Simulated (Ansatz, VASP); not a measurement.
## Zn: VASP beside Ansatz

INCAR

```
SYSTEM = Zn
ALGO = Normal
EDIFF = 1E-8
ENCUT = 520
GGA = PE
ISIF = 2
ISMEAR = -1
LASPH = .TRUE.
LCHARG = .FALSE.
LEFG = .TRUE.
LREAL = .FALSE.
LWAVE = .FALSE.
NBANDS = 19
NELM = 80
PREC = Accurate
SIGMA = 0.03
```

KPOINTS

```
k-points
0
G
  18 18 8
  0 0 0
```

The input POSCAR:

```
Zn
1.0
    2.6287828538      0.0000000000      0.0000000000
   -1.3143914269      2.2765927324      0.0000000000
    0.0000000000      0.0000000000      4.8798445072
Zn
2
Direct
    0.3333333333      0.6666666667      0.2500000000
    0.6666666667      0.3333333333      0.7500000000
```

Input for Ansatz:

```yaml
crystal:
  lattice:
    - [2.6287828538, 0.0, 0.0]
    - [-1.3143914269, 2.2765927324, 0.0]
    - [0.0, 0.0, 4.8798445072]
  atoms:
    - { symbol: Zn, position: [0.3333333333, 0.6666666667, 0.25] }
    - { symbol: Zn, position: [0.6666666667, 0.3333333333, 0.75] }
kpoints:
  mp_grid: { grid: [18, 18, 8] }
scf:
  occupations: { method: fermi_dirac, width: 0.03 }
hamiltonian:
  xc: pbe
  pseudopotentials: { kind: paw }
output:
  forces: true
  stress: true
  eigenvalues: true
  efg: { contact_densities: true }
  write_density: true
  write_potential: true
  elf: true
  volumetric_format: npy
```

Change from the starting cell: volume scaled by 0.96, PAW files.

Alike in both runs: task electric field gradients; functional PBE; k mesh 18 × 18 × 8; occupations fermi-dirac, width 0.03 eV; no spin polarisation.

|  | VASP | Ansatz |
| --- | --- | --- |
| version | VASP 6.6.1 | Ansatz 0.2.0 |
| potentials or method | VASP PAW PBE potentials, release 64 (Zn) | PAW with Ansatz's default frozen-core files, scalar-relativistic |
| plane-wave cutoff (eV) | 520 | 420 |
| valence electrons in the cell | 24 | 24 |

Ansatz gave:

- pressure (GPa): 2.9
- traceless stress, the component that is largest in VASP (GPa): 0.15
- size of Vzz on the site where it differs most (V/Å²): 37.4

Estimate VASP's values.

pressure (GPa): 3.3; traceless stress, the component that is largest in VASP (GPa): -0.01; size of Vzz on the site where it differs most (V/Å²): 37.9.
